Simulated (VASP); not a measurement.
# WC (P1) in VASP: notebook

Runs on WC. Level: PBE. Tasks: single point.

All numbers are computed with VASP 6.6.1; they aren't measurements. Logs are shortened: lines on timing, memory, paths and dates and some standing lists are left out, and cuts for length are marked.

## Step 1: The cell of the first run

The typed cell holds 16 atoms: a = 5.873 Å, b = 5.086 Å, c = 5.769 Å, α = 90.00°, β = 90.00°, γ = 90.00°.

## Step 2: Single point, PBE

Contents of INCAR:

```
ALGO = Normal ; EDIFF = 1E-6
ENCUT = 520 ; GGA = PE
ISIF = 2 ; ISMEAR = -1
LASPH = True ; LCHARG = False
LREAL = Auto ; LWAVE = False
NBANDS = 86 ; NELM = 60
PREC = Accurate ; SIGMA = 0.24
```

Contents of KPOINTS:

```
k-points
0
Gamma
  2 2 2
```

Contents of POSCAR:

```
WC
1.0
   -2.9366510000     -5.0864290000      0.0000000000
    4.4049770000     -2.5432140000      0.0000000000
    0.0000000000      0.0000000000      5.7685050000
W C
8 8
Direct
    0.7461321131      0.4969900220      0.0089624608
    0.7880119538      0.5299723681      0.4946862315
    0.5113481022     -0.0326106321      0.0006240785
    0.5020317509      0.0234943436      0.5164769728
    0.2677114794      0.5007461296     -0.0427667134
    0.2662666324      0.4909746798      0.4609339855
    0.0066114454      0.0270411191     -0.0287596180
    0.0089079951      0.0152917195      0.4885841306
    0.5206911999      0.6552107611      0.2504461728
    0.5373631499      0.7080963264      0.7317667229
    0.2646311919      0.1806659727      0.1890611172
    0.2657000659      0.1696418311      0.7264447201
    0.0206778058      0.6740383660      0.2336653951
    0.0279805475      0.6811770193      0.7595382166
    0.7557821141      0.1582910197      0.2392474307
    0.7588945347      0.2071539520      0.7366380024
```

Potentials or basis: VASP PAW PBE potentials, release 64 (W_sv, C).

Command:

```console
$ cat potpaw_PBE.64/W_sv/POTCAR potpaw_PBE.64/C/POTCAR > POTCAR
$ mpirun -np 1 vasp_std > vasp.out
```

OUTCAR:

```text
EDIFF = 1E-6
   ENCUT = 520
   GGA = PE
   ISIF = 2
   ISMEAR = -1
   LASPH = True
   LREAL = Auto
   NELM = 60
   PREC = Accurate

 ion  position               nearest neighbor table
   1  0.746  0.497  0.009-   9 2.08  16 2.16  15 2.18  13 2.26  10 2.28  14 2.38   3 2.76   2 2.82
                             5 2.83   7 2.85   2 2.98   3 3.03   5 3.08   7 3.11
   2  0.788  0.530  0.495-  13 2.16  16 2.16   9 2.20  10 2.20  14 2.22  15 2.40   8 2.79   1 2.82
                             6 2.82   8 2.92   1 2.98   4 3.02   6 3.08   4 3.08
   3  0.511  0.967  0.001-  10 2.04  11 2.11   9 2.15  15 2.21  12 2.38  16 2.43   1 2.76   5 2.78
                             4 2.81   7 2.93   7 2.98   4 2.99   1 3.03   5 3.08
   4  0.502  0.023  0.516-  12 1.99  10 2.04  16 2.18  15 2.29   9 2.42  11 2.48   6 2.77   3 2.81
                             8 2.90   8 2.98   3 2.99   2 3.02   6 3.06   2 3.08
   5  0.268  0.501  0.957-  14 2.03  11 2.11  12 2.15  10 2.30  13 2.33   9 2.38   3 2.78   1 2.83
                             7 2.86   6 2.86   6 2.91   3 3.08   1 3.08   7 3.09
   6  0.266  0.491  0.461-   9 2.10  13 2.16  11 2.23  12 2.24  14 2.42  10 2.49   4 2.77   2 2.82
                             8 2.86   5 2.86   5 2.91   4 3.06   8 3.07   2 3.08
   7  0.007  0.027  0.971-  11 2.12  14 2.15  16 2.19  12 2.20  15 2.24  13 2.35   8 2.78   1 2.85
                             5 2.86   3 2.93   3 2.98   8 2.98   5 3.09   1 3.11
   8  0.009  0.015  0.489-  12 2.18  15 2.19  16 2.27  13 2.28  14 2.31  11 2.44   7 2.78   2 2.79
                             6 2.86   4 2.90   2 2.92   4 2.98   7 2.98   6 3.07
   9  0.521  0.655  0.250-   1 2.08   6 2.10   3 2.15   2 2.20   5 2.38   4 2.42
  10  0.537  0.708  0.732-   4 2.04   3 2.04   2 2.20   1 2.28   5 2.30   6 2.49
  11  0.265  0.181  0.189-   5 2.11   3 2.11   7 2.12   6 2.23   8 2.44   4 2.48
  12  0.266  0.170  0.726-   4 1.99   5 2.15   8 2.18   7 2.20   6 2.24   3 2.38
  13  0.021  0.674  0.234-   6 2.16   2 2.16   1 2.26   8 2.28   5 2.33   7 2.35
  14  0.028  0.681  0.760-   5 2.03   7 2.15   2 2.22   8 2.31   1 2.38   6 2.42
  15  0.756  0.158  0.239-   1 2.18   8 2.19   3 2.21   7 2.24   4 2.29   2 2.40
  16  0.759  0.207  0.737-   1 2.16   2 2.16   4 2.18   7 2.19   8 2.27   3 2.43

  LATTYP: Found a simple orthorhombic cell.
 ALAT       =     5.0864289851
 B/A-ratio  =     1.1340972256
 C/A-ratio  =     1.1547005268

  Lattice vectors:

 A1 = (   4.4049770000,  -2.5432140000,   0.0000000000)
 A2 = (   0.0000000000,   0.0000000000,   5.7685050000)
 A3 = (  -2.9366510000,  -5.0864290000,   0.0000000000)

Analysis of symmetry for initial positions (statically):
=====================================================================
 Subroutine PRICEL returns:
 Original cell was already a primitive cell.

 Routine SETGRP: Setting up the symmetry group for a
 simple orthorhombic supercell.

 Subroutine GETGRP returns: Found  1 space group operations
 (whereof  1 operations were pure point group operations)
 out of a pool of  8 trial point group operations.

The static configuration has the point symmetry C_1 .

Analysis of symmetry for dynamics (positions and initial velocities):
=====================================================================
 Subroutine PRICEL returns:
 Original cell was already a primitive cell.

 Routine SETGRP: Setting up the symmetry group for a
 simple orthorhombic supercell.

 Subroutine GETGRP returns: Found  1 space group operations
 (whereof  1 operations were pure point group operations)
 out of a pool of  8 trial point group operations.

The dynamic configuration has the point symmetry C_1 .

 Subroutine INISYM returns: Found  1 space group operations
 (whereof  1 operations are pure point group operations),
 and found     1 'primitive' translations

----------------------------------------------------------------------------------------

                                     Primitive cell

  volume of cell :     172.3291

  direct lattice vectors                    reciprocal lattice vectors
    -2.936651000 -5.086429000  0.000000000    -0.085130968 -0.147451200  0.000000000
     4.404977000 -2.543214000  0.000000000     0.170261969 -0.098300789  0.000000000
     0.000000000  0.000000000  5.768505000     0.000000000  0.000000000  0.173355141

  length of vectors
     5.873302229  5.086428985  5.768505000     0.170261969  0.196601585  0.173355141

  position of ions in fractional coordinates (direct lattice)
     0.746132113  0.496990022  0.008962461
     0.788011954  0.529972368  0.494686231
     0.511348102  0.967389368  0.000624079
     0.502031751  0.023494344  0.516476973
     0.267711479  0.500746130  0.957233287
     0.266266632  0.490974680  0.460933985
[... 8 lines left out ...]
     0.755782114  0.158291020  0.239247431
     0.758894535  0.207153952  0.736638002

  ion indices of the primitive-cell ions
   primitive index   ion index
                 1           1
[... 52 lines left out ...]
   NGXF,Y,Z  is equivalent  to a cutoff of  27.17, 26.15, 27.67 a.u.
 SYSTEM =  unknown system
   PREC   = accura    normal or accurate (medium, high low for compatibility)
   ISTART =      0    job   : 0-new  1-cont  2-samecut
   ICHARG =      2    charge: 1-file 2-atom 10-const
   ISPIN  =      1    spin polarized calculation?
   LNONCOLLINEAR =      F non collinear calculations
   LSORBIT =      F    spin-orbit coupling
   LASPH  =      T    aspherical Exc in radial PAW
   ENCUT  =  520.0 eV  38.22 Ry    6.18 a.u.  10.92  9.46 10.73*2*pi/ulx,y,z
   NELM   =     60;   NELMIN=  2; NELMDL= -5     # of ELM steps
   EDIFF  = 0.1E-05   stopping-criterion for ELM
   LREAL  =      T    real-space projection
   EDIFFG = 0.1E-04   stopping-criterion for IOM
   NSW    =      0    number of steps for IOM
   IBRION =     -1    ionic relax: 0-MD 1-quasi-New 2-CG
   NFREE  =      0    steps in history (QN), initial steepest desc. (CG)
   ISIF   =      2    stress and relaxation
   ISYM   =      2    0-nonsym 1-usesym 2-fastsym
   POTIM  = 0.5000    time-step for ionic-motion
   TEBEG  =    0.0;   TEEND  =   0.0 temperature during run
   PSTRESS=    0.0 pullay stress
   NELECT =     144.0000    total number of electrons
   NUPDOWN=      -1.0000    fix difference up-down
   EMIN   =  10.00;   EMAX   =-10.00  energy-range for DOS
   EFERMI =   0.00;   METHOD = LEGACY
   ISMEAR =    -1;   SIGMA  =   0.24  broadening in eV -4-tet -1-fermi 0-gaus
   EFERMI_NEDOS =   21; number of points for ismear=-14 and -15
   IALGO  =     38    algorithm
   IMIX   =      4    mixing-type and parameters
     AMIX     =   0.40;   BMIX     =  1.00
     AMIX_MAG =   1.60;   BMIX_MAG =  1.00
  volume/ion in A,a.u.               =      10.77        72.68
  Fermi-wavevector in a.u.,A,eV,Ry     =   1.541971  2.913902 32.350214  2.377674
  Thomas-Fermi vector in A             =   2.647841
   LORBIT       =      0    0 simple, 1 ext, 2 COOP (PROOUT), +10 PAW based schemes
   GGA     = PE    functional components
   LHFCALC =     F    Hartree Fock is set to
   AEXX    =    0.0000 exact exchange contribution
   IVDW    =     0    specifies the selected vdW correction
   LEPSILON=     F    determine dielectric tensor
   LRPA    =     F    only Hartree local field effects (RPA)
 non-spin polarized calculation
  energy-cutoff  :      520.00
  volume of cell :      172.33
 maximum number of plane-waves:      4652
 NGX is ok and might be reduce to    48
   NGX = 21   NGY = 19   NGZ = 21

 number of electron     143.9999997 magnetization

 Free energy of the ion-electron system (eV)
  ---------------------------------------------------
  ext. energy  EPLUGINS =         0.00000000
  ---------------------------------------------------
  free energy    TOTEN  =      -175.09026511 eV

  energy without entropy =     -174.19568357  energy(sigma->0) =     -174.64297434

 E-fermi :  11.0110     XC(G=0): -13.5706

 val. band max:       10.9727116769   @ k =   0.5000   0.0000   0.0000
 cond. band min:      11.0375838837   @ k =   0.0000   0.0000   0.0000
 fundamental gap:      0.0648722068
 Fermi energy:        11.0109824272

 k-point     1 :       0.0000    0.0000    0.0000
  band No.  band energies     occupation
      1     -63.4558      2.00000
      2     -63.4135      2.00000
      3     -63.3954      2.00000
      4     -63.3843      2.00000
      5     -63.3667      2.00000
      6     -63.3349      2.00000
[... 685 lines left out ...]
     83      14.1198      0.00000
     84      14.4511      0.00000
 [bands above 84 left out]

------------------------ aborting loop because EDIFF is reached ----------------------------------------

  FORCE on cell =-STRESS in cart. coord.  units (eV):
  Direction    XX          YY          ZZ          XY          YZ          ZX
  --------------------------------------------------------------------------------------
  -------------------------------------------------------------------------------------
  Total        8.6424571      1.4596393     -1.7895953      0.6957414     -0.0034124      1.0501761
  in kB       80.3506149     13.5705519    -16.6382179      6.4684437     -0.0317259      9.7636932
  external PRESSURE =      25.7609830 kB  Pullay stress =       0.0000000 kB

 VOLUME and BASIS-vectors are now :
 -----------------------------------------------------------------------------
  energy-cutoff  :      520.00
  volume of cell :      172.33
      direct lattice vectors                 reciprocal lattice vectors
    -2.936651000 -5.086429000  0.000000000    -0.085130968 -0.147451200  0.000000000
     4.404977000 -2.543214000  0.000000000     0.170261969 -0.098300789  0.000000000
     0.000000000  0.000000000  5.768505000     0.000000000  0.000000000  0.173355141

 POSITION                                       TOTAL-FORCE (eV/Angst)
 -----------------------------------------------------------------------------------
     -0.00190     -5.05910      0.05170        -0.796348     -3.171180     -2.534455
      0.02040     -5.35600      2.85360        -0.300172      3.089421      0.035886
      2.75968     -5.06121      0.00360         4.537647     -3.076214      0.036079
     -1.37080     -2.61330      2.97930        -2.820076     -1.436975     -5.197213
      1.41960     -2.63520      5.52180         0.356260     -0.656075      3.076376
      1.38080     -2.60300      2.65890         2.160082     -1.115596      2.192519
[... 8 lines left out ...]
     -1.52220     -4.24680      1.38010         0.324766     -0.616890      0.360405
     -1.31610     -4.38690      4.24930        -1.573244      0.522455      0.080379
 -----------------------------------------------------------------------------------
    total drift:                               -0.011196      0.004479      0.008413

  FREE ENERGIE OF THE ION-ELECTRON SYSTEM (eV)
  ---------------------------------------------------
  free  energy   TOTEN  =      -175.0902651096 eV

  energy  without entropy=     -174.1956835704  energy(sigma->0) =     -174.64297434
```

Wall time 3.8 min (1 thread of Intel Xeon Platinum 8488C (Sapphire Rapids), shared host); peak memory 0.32 GiB.

Results:

```yaml
Free_energy: -175.0903 eV
Pressure: 2.6 GPa
Largest_force: 6.085 eV/Å
Band_gap_on_the_k_mesh: zero (band 72 reaches 11.10 eV, above the bottom of band 73 at 11.04 eV)
```

Forces on the atoms (eV/Å):
```
W   -0.796 -3.171 -2.534
W   -0.300  3.089  0.036
W    4.538 -3.076  0.036
W   -2.820 -1.437 -5.197
W    0.356 -0.656  3.076
W    2.160 -1.116  2.193
W   -2.306  1.105  2.289
W   -0.510 -0.140 -1.224
C    1.136  0.229 -0.309
C   -2.538  2.423  0.110
C   -0.460  0.924  3.209
C    1.550  0.428  0.694
C    0.241  0.238 -0.288
C    0.998  1.253 -2.530
C    0.325 -0.617  0.360
C   -1.573  0.522  0.080
```

Stress tensor (GPa, compression positive):
```
 8.04  0.65  0.98
 0.65  1.36  0.00
 0.98  0.00 -1.66
```

Levels at points of the mesh, in eV from the Fermi level:
```tsv
k point	band 70	band 71	band 72	band 73	band 74	band 75
(0.00, 0.00, 0.00)	-0.61	-0.47	-0.19	0.03	0.35	0.61
(0.50, 0.00, 0.00)	-0.93	-0.22	-0.04	0.14	0.51	0.64
(0.00, 0.50, 0.00)	-0.87	-0.19	0.06	0.79	0.91	1.28
(0.50, 0.50, 0.00)	-1.60	-1.41	-1.26	0.80	0.87	1.24
(0.00, 0.00, 0.50)	-1.10	-0.13	0.09	0.17	0.37	0.59
(0.50, 0.00, 0.50)	-1.17	-0.96	-0.76	0.08	0.08	0.61
(0.00, 0.50, 0.50)	-1.28	-1.16	-0.89	0.46	0.58	0.72
(0.50, 0.50, 0.50)	-1.50	-1.42	-1.27	0.74	0.93	1.13
```

Caveat: the k points lie up to 0.62 Å⁻¹ apart; spin-orbit coupling is left out, which moves the levels of the heavy elements; forces of over 1 eV/Å act on the atoms, so gaps and moduli don't describe the material at rest.

## Step 3: Single point, PBE

Contents of INCAR:

```
ALGO = Normal
EDIFF = 1E-6
ENCUT = 520
GGA = PE
ISIF = 2
ISMEAR = -1
LASPH = T
LCHARG = F
LREAL = Auto
LWAVE = F
NBANDS = 86
NELM = 80
PREC = Accurate
SIGMA = 0.24
```

KPOINTS is that of step 2.

Contents of POSCAR:

```
WC
1.0
   -2.9366510000     -5.0864290000      0.0000000000
    4.4049770000     -2.5432140000      0.0000000000
    0.0000000000      0.0000000000      5.7685050000
W C
8 8
Direct
    0.7742607597      0.5093860046     -0.0267833693
    0.7394052934      0.4850820548      0.4838341997
    0.5096216894      0.0361139329     -0.0079396655
    0.5284892113     -0.0126701295      0.4743170024
    0.2535455446      0.5132319141     -0.0100892692
    0.2585304429      0.5250455754      0.4904390306
    0.0266932185     -0.0047472060      0.0068821991
    0.0109662219      0.0018170280      0.4890695249
    0.5196218893      0.6882551579      0.2236281324
    0.4978805646      0.6827053712      0.7512171698
    0.2613899395      0.1893110968      0.2505675214
    0.2578634547      0.1853936972      0.7438842473
    0.0102889249      0.6418909750      0.2156711314
   -0.0186443733      0.6776988807      0.7226482425
    0.7675455765      0.1713319921      0.2416050606
    0.7867139160      0.1770733895      0.7019149676
```

Potentials or basis: VASP PAW PBE potentials, release 64 (W_sv, C).

Command:

```console
$ cat potpaw_PBE.64/W_sv/POTCAR potpaw_PBE.64/C/POTCAR > POTCAR
$ mpirun -np 1 vasp_std > vasp.out
```

Wall time 3.5 min (1 thread of Intel Xeon Platinum 8488C (Sapphire Rapids), shared host); peak memory 0.32 GiB.

The run converged. Its results:

| Item | Value |
| --- | --- |
| Free energy | -176.2813 eV |
| Pressure | -0.2 GPa |
| Largest force | 4.458 eV/Å |
| Band gap on the k mesh | zero (band 72 reaches 11.05 eV, above the bottom of band 73 at 10.84 eV) |

Forces in eV/Å, atoms in the order of the input:
```
W    0.908  2.899  1.385
W    1.532 -3.673 -0.958
W   -2.858  0.469 -1.422
W    3.529  0.656  2.477
W   -1.538 -1.168 -0.975
W   -1.742  1.389 -0.094
W    2.668  0.510 -2.765
W   -0.547 -1.605 -0.602
C   -0.753  1.063  0.098
C   -0.309 -0.836 -1.141
C   -1.044  0.113 -0.598
C   -0.510  0.098 -0.463
C    1.976 -0.660  2.373
C   -1.319 -1.775  0.190
C   -0.447  0.066 -1.197
C    0.454  2.456  3.693
```

Stress tensor (GPa, compression positive):
```
 3.74 -1.13  0.76
-1.13  0.45  1.43
 0.76  1.43 -4.90
```

Levels at points of the mesh, in eV from the Fermi level:
```
           k point  band 69  band 70  band 71  band 72  band 73  band 74  band 75  band 76
(0.00, 0.00, 0.00)    -0.94    -0.76    -0.41    -0.24    -0.11     0.55     0.86     1.52
(0.50, 0.00, 0.00)    -1.19    -0.96    -0.19     0.07     0.37     0.40     0.49     0.79
(0.00, 0.50, 0.00)    -1.03    -0.90    -0.19    -0.09     0.87     0.95     1.55     1.73
(0.50, 0.50, 0.00)    -1.83    -1.62    -1.37    -1.21     1.27     1.29     1.40     1.55
(0.00, 0.00, 0.50)    -1.23    -1.16     0.04     0.08     0.26     0.33     0.49     0.76
(0.50, 0.00, 0.50)    -1.32    -1.26    -0.94    -0.88    -0.13    -0.03     0.75     0.83
(0.00, 0.50, 0.50)    -1.36    -1.22    -1.13    -1.09     0.53     0.58     0.87     1.06
(0.50, 0.50, 0.50)    -1.75    -1.59    -1.40    -1.38     0.77     0.98     1.05     1.21
```

Caveat: the k points lie up to 0.62 Å⁻¹ apart; spin-orbit coupling is left out, which moves the levels of the heavy elements; forces of over 1 eV/Å act on the atoms, so gaps and moduli don't describe the material at rest.

## Step 4: Single point, PBE

Contents of INCAR:

```
PREC     = Accurate       # precision mode
ENCUT    = 520            # plane-wave cutoff, eV
EDIFF    = 1E-6           # SCF threshold, eV
ISMEAR   = -1             # smearing method
SIGMA    = 0.24           # smearing width, eV
LREAL    = Auto         
LASPH    = T              # aspherical terms in the spheres
NELM     = 80             # most SCF steps
ALGO     = Normal         # electronic algorithm
ISIF     = 2              # what is computed and relaxed
LWAVE    = F              # write WAVECAR
LCHARG   = T              # write CHGCAR
GGA      = PE             # functional
LELF     = T              # ELF
LVHAR    = T            
NBANDS   = 86             # bands
```

Contents of KPOINTS:

```
Automatic mesh
0
Gamma
  2 2 2
```

Contents of POSCAR:

```
WC
1.0
   -2.9366510000     -5.0864290000      0.0000000000
    4.4049770000     -2.5432140000      0.0000000000
    0.0000000000      0.0000000000      5.7685050000
W C
8 8
Direct
    0.7543393931      0.5088860925     -0.0133136749
    0.7662108409      0.5191159527      0.4711619388
    0.5201034618     -0.0089529749     -0.0273207703
    0.5050255887      0.0193154017      0.4917912007
    0.2755840311      0.5047005059      0.0054953580
    0.2556073731      0.4867743118      0.5055382634
    0.0035661034      0.0144546501     -0.0252751796
    0.0234127293      0.0124302613      0.4905603792
    0.5083052553      0.6798253740      0.2349308876
    0.4916042951      0.6640375749      0.7186784097
    0.2711455228      0.1529315070      0.2527517962
    0.2499363320      0.1736843982      0.7571112446
    0.0163794669      0.6818879594      0.2198143193
   -0.0009570397      0.6649727135      0.7084331209
    0.7726896587      0.1818442773      0.2164165585
    0.7381461974      0.1615167954      0.7598849269
```

Command:

```console
$ cat potpaw_PBE.64/W_sv/POTCAR potpaw_PBE.64/C/POTCAR > POTCAR
$ mpirun -np 1 vasp_std > vasp.out
```

It took 3.1 min on 1 thread of Intel Xeon Platinum 8488C (Sapphire Rapids), shared host; peak memory 0.32 GiB.

It converged, with:

```yaml
Free_energy: -176.5886 eV
Pressure: 0.3 GPa
Largest_force: 4.702 eV/Å
Band_gap_on_the_k_mesh: zero (band 72 reaches 11.02 eV, above the bottom of band 73 at 10.87 eV)
```

Forces on the atoms (eV/Å):
```
W   -0.502 -0.851 -1.232
W   -0.425  1.908  1.027
W    2.393  1.918  3.563
W   -2.769 -0.327 -0.714
W    0.768  2.160 -1.751
W    2.080 -1.620 -3.030
W   -2.053 -0.177  2.275
W    0.247  2.774 -1.094
C   -0.743 -0.492  0.571
C   -0.355 -1.652  1.478
C    1.661 -0.373 -1.649
C   -0.652 -0.696 -1.321
C   -0.285  0.273  0.883
C    0.446 -0.689  2.358
C   -0.062  0.734  1.851
C    0.253 -2.891 -3.215
```

Stress tensor (GPa, compression positive):
```
 0.30 -0.16 -1.91
-0.16  4.78  0.51
-1.91  0.51 -4.26
```

Levels at points of the mesh, in eV from the Fermi level:
| k point | band 69 | band 70 | band 71 | band 72 | band 73 | band 74 | band 75 | band 76 |
| --- | --- | --- | --- | --- | --- | --- | --- | --- |
| (0.00, 0.00, 0.00) | -0.75 | -0.74 | -0.69 | -0.09 | 0.02 | 0.57 | 0.67 | 1.53 |
| (0.50, 0.00, 0.00) | -1.09 | -0.97 | -0.15 | 0.05 | 0.26 | 0.36 | 0.57 | 0.75 |
| (0.00, 0.50, 0.00) | -0.97 | -0.80 | -0.31 | -0.04 | 0.79 | 0.99 | 1.57 | 1.78 |
| (0.50, 0.50, 0.00) | -1.76 | -1.59 | -1.51 | -1.37 | 0.95 | 1.29 | 1.40 | 1.65 |
| (0.00, 0.00, 0.50) | -1.28 | -1.10 | -0.21 | 0.01 | 0.33 | 0.38 | 0.49 | 0.96 |
| (0.50, 0.00, 0.50) | -1.34 | -1.27 | -1.03 | -0.91 | -0.10 | 0.15 | 0.54 | 0.67 |
| (0.00, 0.50, 0.50) | -1.45 | -1.28 | -1.26 | -1.03 | 0.49 | 0.63 | 0.86 | 0.97 |
| (0.50, 0.50, 0.50) | -1.70 | -1.63 | -1.62 | -1.52 | 0.98 | 1.09 | 1.23 | 1.29 |

Caveat: the k points lie up to 0.62 Å⁻¹ apart; spin-orbit coupling is left out, which moves the levels of the heavy elements; forces of over 1 eV/Å act on the atoms, so gaps and moduli don't describe the material at rest.
